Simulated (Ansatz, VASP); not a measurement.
## ZrB: VASP beside Ansatz

```
Zr B
1.0
     3.17663    0.00000    0.00000
     0.00000    3.17663    0.00000
     0.00000    0.00000    2.71901
Zr B
1 1
Direct
  0.50000 0.50000 0.00000
  0.00000 0.00000 0.50000
```

Alike in both runs: functional PBE; k mesh 18 × 18 × 20; occupations gaussian, width 0.1 eV; no spin polarisation.

Ansatz relaxed the structure, and its values are those at the end. VASP's run is a single point on that final structure, the one shown.

|  | VASP | Ansatz |
| --- | --- | --- |
| version | VASP 6.6.1 | Ansatz 0.2.0 |
| potentials or method | VASP PAW PBE potentials, release 64 (Zr_sv, B), cutoff 520 eV | scalar-relativistic, plane waves, PAW |
| valence electrons in the cell | 15 | 15 |

```csv
,VASP,Ansatz,Ansatz less VASP
gap on the k mesh at the Fermi level (eV),none,none,-
pressure (GPa),0.1,0.0,-0.10
```

A gap of «none» marks a metal or a gap that the smearing closes. The functional is the same, so the differences come from potentials, cutoffs and numerics.
